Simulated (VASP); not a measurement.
# Si2N (Cmmm) in VASP: density of states with PBE

Aim: the density of states of Si2N with PBE.

Everything below comes from runs of VASP 6.6.1. Logs are shortened: lines on timing, memory, paths and dates and some standing lists are left out, and cuts for length are marked.

### 1 The cell of the first run

The structure is orthorhombic, space group Cmmm (No. 65). Conventional cell: a = 4.296 Å, b = 7.429 Å, c = 2.620 Å, α = 90.00°, β = 90.00°, γ = 90.00°. Within 2.5 Å of Si (site symmetry m2m) lie 2 N at 1.87 Å and 2 Si at 2.39 Å. Within 2.5 Å of N (site symmetry mmm) lie 4 Si at 1.87 Å.

### 2 Density of states, PBE

POSCAR reads:

```
Si2N
1.0
    2.1478793893     -3.7146916365      0.0000000000
    2.1478793893      3.7146916365      0.0000000000
    0.0000000000      0.0000000000      2.6199760071
Si N
2 1
Direct
    0.3207857220      0.6792142780      0.5000000000
    0.6792142780      0.3207857220      0.5000000000
    0.5000000000      0.5000000000      0.0000000000
```

INCAR.step1 reads:

```
PREC     = Accurate       # precision mode
ENCUT    = 520            # plane-wave cutoff, eV
EDIFF    = 1E-7           # SCF threshold, eV
ISMEAR   = 0              # smearing method
SIGMA    = 0.1            # smearing width, eV
LREAL    = F              # projectors in reciprocal space
LASPH    = T              # aspherical terms in the spheres
NELM     = 100            # most SCF steps
ALGO     = Normal         # electronic algorithm
ISIF     = 2              # what is computed and relaxed
LWAVE    = F              # write WAVECAR
LCHARG   = T              # write CHGCAR
GGA      = PE             # functional
NBANDS   = 14             # bands
```

KPOINTS.step1 reads:

```
regular mesh
0
Gamma
  12 12 18
```

INCAR.step2 reads:

```
PREC     = Accurate       # precision mode
ENCUT    = 520            # plane-wave cutoff, eV
EDIFF    = 1E-7           # SCF threshold, eV
ISMEAR   = -5             # smearing method
SIGMA    = 0.1            # smearing width, eV
LREAL    = F              # projectors in reciprocal space
LASPH    = T              # aspherical terms in the spheres
NELM     = 100            # most SCF steps
ALGO     = Normal         # electronic algorithm
ISIF     = 2              # what is computed and relaxed
LWAVE    = F              # write WAVECAR
LCHARG   = F              # write CHGCAR
GGA      = PE             # functional
LORBIT   = 11             # projections on sites
NBANDS   = 14             # bands
NEDOS    = 1001           # points of the DOS
ICHARG   = 11             # starting density
```

KPOINTS.step2 reads:

```
regular mesh
0
Gamma
  18 18 27
```

Potentials or basis: VASP PAW PBE potentials, release 64 (Si, N).

The run is started by

```bash
$ cat potpaw_PBE.64/Si/POTCAR potpaw_PBE.64/N/POTCAR > POTCAR
$ cp INCAR.step1 INCAR
$ cp KPOINTS.step1 KPOINTS
$ mpirun -np 1 vasp_std > vasp.out
$ cp INCAR.step2 INCAR
$ cp KPOINTS.step2 KPOINTS
$ mpirun -np 1 vasp_std > vasp.out
```

OUTCAR:

```text
PREC = Accurate
   ENCUT = 520
   EDIFF = 1E-7
   ISMEAR = -5
   LREAL = F
   LASPH = T
   NELM = 100
   ISIF = 2
   GGA = PE
   LORBIT = 11
   ICHARG = 11

 ion  position               nearest neighbor table
   1  0.321  0.679  0.500-   3 1.87   3 1.87   2 2.39   2 2.39   2 2.66
   2  0.679  0.321  0.500-   3 1.87   3 1.87   1 2.39   1 2.39   1 2.66
   3  0.500  0.500  0.000-   1 1.87   2 1.87   1 1.87   2 1.87

  LATTYP: Found a base centered orthorhombic cell.
 ALAT       =     4.2957587786
 B/A-ratio  =     1.7294693804
 C/A-ratio  =     0.6098983072

  Lattice vectors:

 A1 = (   2.1478793893,  -3.7146916365,   0.0000000000)
 A2 = (   2.1478793893,   3.7146916365,   0.0000000000)
 A3 = (   0.0000000000,   0.0000000000,   2.6199760071)

Analysis of symmetry for initial positions (statically):
=====================================================================
 Subroutine PRICEL returns:
 Original cell was already a primitive cell.

 Routine SETGRP: Setting up the symmetry group for a
 base centered orthorhombic supercell.

 Subroutine GETGRP returns: Found  8 space group operations
 (whereof  8 operations were pure point group operations)
 out of a pool of  8 trial point group operations.

The static configuration has the point symmetry D_2h.

Analysis of symmetry for dynamics (positions and initial velocities):
=====================================================================
 Subroutine PRICEL returns:
 Original cell was already a primitive cell.

 Routine SETGRP: Setting up the symmetry group for a
 base centered orthorhombic supercell.

 Subroutine GETGRP returns: Found  8 space group operations
 (whereof  8 operations were pure point group operations)
 out of a pool of  8 trial point group operations.

The dynamic configuration has the point symmetry D_2h.

 Subroutine INISYM returns: Found  8 space group operations
 (whereof  8 operations are pure point group operations),
 and found     1 'primitive' translations

----------------------------------------------------------------------------------------

                                     Primitive cell

  volume of cell :      41.8081

  direct lattice vectors                    reciprocal lattice vectors
     2.147879389 -3.714691637  0.000000000     0.232787745 -0.134600675  0.000000000
     2.147879389  3.714691637  0.000000000     0.232787745  0.134600675  0.000000000
     0.000000000  0.000000000  2.619976007     0.000000000  0.000000000  0.381682885

  length of vectors
     4.290957915  4.290957915  2.619976007     0.268900494  0.268900494  0.381682885

  position of ions in fractional coordinates (direct lattice)
     0.320785722  0.679214278  0.500000000
     0.679214278  0.320785722  0.500000000
     0.500000000  0.500000000  0.000000000

  ion indices of the primitive-cell ions
   primitive index   ion index
                 1           1
                 2           2
                 3           3

----------------------------------------------------------------------------------------

 KPOINTS: regular mesh

Automatic generation of k-mesh.
 Grid dimensions read from file:
 generate k-points for:   18   18   27

 Generating k-lattice:

  Cartesian coordinates                     Fractional coordinates (reciprocal lattice)
     0.012932653 -0.007477815  0.000000000     0.055555556 -0.000000000  0.000000000
     0.012932653  0.007477815  0.000000000    -0.000000000  0.055555556  0.000000000
     0.000000000  0.000000000  0.014136403     0.000000000  0.000000000  0.037037037

  Length of vectors
     0.014938916  0.014938916  0.014136403

  Shift w.r.t. Gamma in fractional coordinates (k-lattice)
     0.000000000  0.000000000  0.000000000

 TETIRR: Found  13131 inequivalent tetrahedra from    52488

 Subroutine IBZKPT returns following result:
 ===========================================

 Found   1274 irreducible k-points:

 Following reciprocal coordinates:
            Coordinates               Weight
  0.000000  0.000000  0.000000      1.000000
  0.055556  0.000000  0.000000      4.000000
  0.111111  0.000000  0.000000      4.000000
  0.166667  0.000000  0.000000      4.000000
  0.222222  0.000000  0.000000      4.000000
  0.277778  0.000000  0.000000      4.000000
[... 16 lines left out ...]
 -0.277778  0.055556  0.000000      4.000000
 -0.222222  0.055556  0.000000      4.000000
 [... further k-points ...]
   k-points           NKPTS =   1274   k-points in BZ     NKDIM =   1274   number of bands    NBANDS=     14
   number of dos      NEDOS =   1001   number of ions     NIONS =      3
   total plane-waves  NPLWV =  20480
   dimension x,y,z NGX =    32 NGY =   32 NGZ =   20
   dimension x,y,z NGXF=    64 NGYF=   64 NGZF=   40
   ions per type =               2   1
   NGX,Y,Z   is equivalent  to a cutoff of  12.40, 12.40, 12.69 a.u.
   NGXF,Y,Z  is equivalent  to a cutoff of  24.80, 24.80, 25.38 a.u.
 SYSTEM =  unknown system
   PREC   = accura    normal or accurate (medium, high low for compatibility)
   ISTART =      0    job   : 0-new  1-cont  2-samecut
   ICHARG =     11    charge: 1-file 2-atom 10-const
   ISPIN  =      1    spin polarized calculation?
   LNONCOLLINEAR =      F non collinear calculations
   LSORBIT =      F    spin-orbit coupling
   LASPH  =      T    aspherical Exc in radial PAW
   ENCUT  =  520.0 eV  38.22 Ry    6.18 a.u.   7.98  7.98  4.87*2*pi/ulx,y,z
   NELM   =    100;   NELMIN=  2; NELMDL=  0     # of ELM steps
   EDIFF  = 0.1E-06   stopping-criterion for ELM
   LREAL  =      F    real-space projection
   EDIFFG = 0.1E-05   stopping-criterion for IOM
   NSW    =      0    number of steps for IOM
   IBRION =     -1    ionic relax: 0-MD 1-quasi-New 2-CG
   NFREE  =      0    steps in history (QN), initial steepest desc. (CG)
   ISIF   =      2    stress and relaxation
   ISYM   =      2    0-nonsym 1-usesym 2-fastsym
   POTIM  = 0.5000    time-step for ionic-motion
   TEBEG  =    0.0;   TEEND  =   0.0 temperature during run
   PSTRESS=    0.0 pullay stress
   NELECT =      13.0000    total number of electrons
   NUPDOWN=      -1.0000    fix difference up-down
   EMIN   =  10.00;   EMAX   =-10.00  energy-range for DOS
   EFERMI =   0.00;   METHOD = LEGACY
   ISMEAR =    -5;   SIGMA  =   0.10  broadening in eV -4-tet -1-fermi 0-gaus
   EFERMI_NEDOS =   21; number of points for ismear=-14 and -15
   IALGO  =     38    algorithm
   IMIX   =      4    mixing-type and parameters
     AMIX     =   0.40;   BMIX     =  1.00
     AMIX_MAG =   1.60;   BMIX_MAG =  1.00
  volume/ion in A,a.u.               =      13.94        94.04
  Fermi-wavevector in a.u.,A,eV,Ry     =   1.109096  2.095888 16.736456  1.230095
  Thomas-Fermi vector in A             =   2.245632
   LORBIT       =     11    0 simple, 1 ext, 2 COOP (PROOUT), +10 PAW based schemes
   GGA     = PE    functional components
   LHFCALC =     F    Hartree Fock is set to
   AEXX    =    0.0000 exact exchange contribution
   IVDW    =     0    specifies the selected vdW correction
   LEPSILON=     F    determine dielectric tensor
   LRPA    =     F    only Hartree local field effects (RPA)
 non-spin polarized calculation
 Fermi weights with tetrahedron method with Bloechl corrections
  energy-cutoff  :      520.00
  volume of cell :       41.81
 maximum number of plane-waves:      1152

 number of electron      13.0000001 magnetization

 Free energy of the ion-electron system (eV)
  ---------------------------------------------------
  ext. energy  EPLUGINS =         0.00000000
  ---------------------------------------------------
  free energy    TOTEN  =       -18.93596907 eV

  energy without entropy =      -18.93596907  energy(sigma->0) =      -18.93596907

 E-fermi :   7.8890     XC(G=0): -10.1956

 val. band max:        7.8937149786   @ k =  -0.4444   0.3889   0.4815
 cond. band min:       7.8838768967   @ k =  -0.4444   0.2222   0.0741
 fundamental gap:     -0.0098380819
 Fermi energy:         7.8889751077

 k-point     1 :       0.0000    0.0000    0.0000
  band No.  band energies     occupation
      1     -11.2950      2.00000
      2      -1.9474      2.00000
      3      -1.4427      2.00000
      4       2.4563      2.00000
      5       3.4011      2.00000
      6       3.6261      2.00000
      7       6.8515      2.00000
      8      11.1589      0.00000
      9      13.4193      0.00000
     10      14.3475      0.00000
     11      15.6163      0.00000
     12      16.3083      0.00000
     13      18.0611      0.00000
     14      18.1284      0.00000

 k-point     2 :       0.0556    0.0000    0.0000
  band No.  band energies     occupation
      1     -11.2876      2.00000
      2      -2.1237      2.00000
      3      -1.2878      2.00000
      4       2.4119      2.00000
      5       3.4090      2.00000
      6       3.6277      2.00000
      7       6.9699      2.00000
      8      11.2188      0.00000
      9      13.4028      0.00000
     10      14.2839      0.00000
     11      15.6230      0.00000
     12      16.2857      0.00000
     13      18.0561      0.00000
     14      18.1985      0.00000
[... 343 lines left out ...]
      1     -11.1505      2.00000
      2      -3.4973      2.00000
      3      -0.0189      2.00000
      4       1.3250      2.00000
      5       3.6555      2.00000
      6       4.4345      2.00000
      7       8.1253      0.25551
      8      11.7721      0.00000
      9      12.9256      0.00000
     10      13.7225      0.00000
     11      15.6937      0.00000
     12      16.1357      0.00000
     13      18.3905      0.00000
     14      18.7061      0.00000

 k-point    24 :      -0.2222    0.0556    0.0000
  band No.  band energies     occupation
      1     -11.1956      2.00000
      2      -3.2488      2.00000
      3      -0.1822      2.00000
      4       1.6195      2.00000
      5       3.6467      2.00000
      6       4.1650      2.00000
      7       7.5481      1.90840
      8      11.8070      0.00000
      9      13.0812      0.00000
     10      13.7435      0.00000
     11      15.7781      0.00000
     12      15.7928      0.00000
     13      18.4515      0.00000
     14      18.9734      0.00000

 [... further k-points ...]

------------------------ aborting loop because EDIFF is reached ----------------------------------------

  FORCE on cell =-STRESS in cart. coord.  units (eV):
  Direction    XX          YY          ZZ          XY          YZ          ZX
  --------------------------------------------------------------------------------------
  -------------------------------------------------------------------------------------
  Total       -0.0085897     -0.0835982     -0.0167821      0.0000000      0.0000000      0.0000000
  in kB       -0.3291771     -3.2036680     -0.6431273      0.0000000      0.0000000      0.0000000
  external PRESSURE =      -1.3919908 kB  Pullay stress =       0.0000000 kB

 VOLUME and BASIS-vectors are now :
 -----------------------------------------------------------------------------
  energy-cutoff  :      520.00
  volume of cell :       41.81
      direct lattice vectors                 reciprocal lattice vectors
     2.147879389 -3.714691637  0.000000000     0.232787745 -0.134600675  0.000000000
     2.147879389  3.714691637  0.000000000     0.232787745  0.134600675  0.000000000
     0.000000000  0.000000000  2.619976007     0.000000000  0.000000000  0.381682885

 POSITION                                       TOTAL-FORCE (eV/Angst)
 -----------------------------------------------------------------------------------
      2.14788      1.33145      1.30999         0.000000     -0.009023      0.000000
      2.14788     -1.33145      1.30999         0.000000      0.009023     -0.000000
      2.14788      0.00000      0.00000        -0.000000     -0.000000     -0.000000
 -----------------------------------------------------------------------------------
    total drift:                                0.000000     -0.000000     -0.000000

  FREE ENERGIE OF THE ION-ELECTRON SYSTEM (eV)
  ---------------------------------------------------
  free  energy   TOTEN  =       -18.9359690693 eV

  energy  without entropy=      -18.9359690693  energy(sigma->0) =      -18.93596907

 total charge

# of ion       s       p       d       tot
------------------------------------------
    1        0.742   0.834   0.000   1.575
    2        0.742   0.834   0.000   1.575
    3        1.245   2.606   0.000   3.851
--------------------------------------------------
tot          2.729   4.273   0.000   7.002
```

Run time: 5.1 min. Hardware: 1 thread of Intel Xeon Platinum 8259CL at 2.50GHz (Skylake/Cascade Lake), shared host; peak memory 0.7 GiB.

What came out:

```yaml
Valence_electrons_inside_the_program's_atomic_spheres: Si 1.57; N 3.85
```

Caveat: tetrahedron occupations give inexact forces and stress in metals.
